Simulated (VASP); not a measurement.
The system is BN (zincblende type).

```
B N
1.0
     0.00000    1.79032    1.79032
     1.79032    0.00000    1.79032
     1.79032    1.79032    0.00000
B N
1 1
Direct
  0.00000 0.00000 0.00000
  0.25000 0.25000 0.25000
```

Base run:

| Item | Value |
| --- | --- |
| Program | VASP 6.6.1 |
| Functional | LDA |
| Potentials or basis | VASP PAW LDA potentials, release 64 (B_h, N_h) |
| Cutoff | 910 eV |
| k mesh | 13 × 13 × 13 |
| Occupations | fermi-dirac, width 0.02 eV |
| Spin | no spin polarisation |

Its results: band gap on the k mesh 4.46 eV, indirect (least direct gap 8.82 eV); pressure 0.5 GPa.

Problem. The run is repeated on the same cell with these changes: potentials or basis from VASP PAW LDA potentials, release 64 (B_h, N_h) to VASP PAW LDA potentials, release 64 (B, N); cutoff from 910 eV to 520 eV. What comes out?

Solution. Band gap on the k mesh 4.45 eV, indirect (least direct gap 8.82 eV); pressure 1.0 GPa.

Caveats: the cutoff is under 1.25 times the usual one of these potentials, so pressure, stress and relaxed cells hold a basis-set (Pulay) error (some runs).

A k mesh can miss the band edges.
